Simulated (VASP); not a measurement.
Wanted: the native input for a VASP 6.6.1 run.

```
Task                   : single point
Functional             : PBEsol
Potentials or basis    : VASP PAW PBE potentials, release 64 (Zn)
Cutoff                 : 520 eV
k mesh                 : 20 × 20 × 10
Occupations            : fermi-dirac, width 0.1 eV
Spin                   : no spin polarisation
Dipole correction      : no
Further INCAR settings : ALGO = Normal; EDIFF = 1e-07; NBANDS = 19
```

The structure of Zn lies in POSCAR:

```
Zn
1.0
    2.5943517686      0.0000000000      0.0000000000
   -1.2971758843      2.2467745380      0.0000000000
    0.0000000000      0.0000000000      4.5042523777
Zn
2
Direct
    0.3333333333      0.6666666667      0.2500000000
    0.6666666667      0.3333333333      0.7500000000
```

One way to write it, as run:

INCAR

```
SYSTEM = Zn
  ALGO = Normal
  EDIFF = 1E-7
  ENCUT = 520
  GGA = PS
  ISIF = 2
  ISMEAR = -1
  LASPH = .TRUE.
  LCHARG = .FALSE.
  LREAL = .FALSE.
  LWAVE = .FALSE.
  NBANDS = 19
  NELM = 100
  PREC = Accurate
  SIGMA = 0.1
```

KPOINTS

```
k-points
0
G
  20 20 10
  0 0 0
```

Potentials or basis: VASP PAW PBE potentials, release 64 (Zn).

Run with:

```bash
$ cat potpaw_PBE.64/Zn/POTCAR > POTCAR
$ mpirun -np 1 vasp_std > vasp.out
```

It gave:

```
Pressure               : 7.6 GPa
Band gap on the k mesh : zero (bands 12 and 13 overlap by 3.85 eV)
```

Caveat: the cell stands under pressure; the PAW data sets were made with another functional, which shifts forces and pressure a little.

Run time: 3 min on 1 thread of AMD EPYC 7R13 (shared host), peak memory 0.19 GiB.
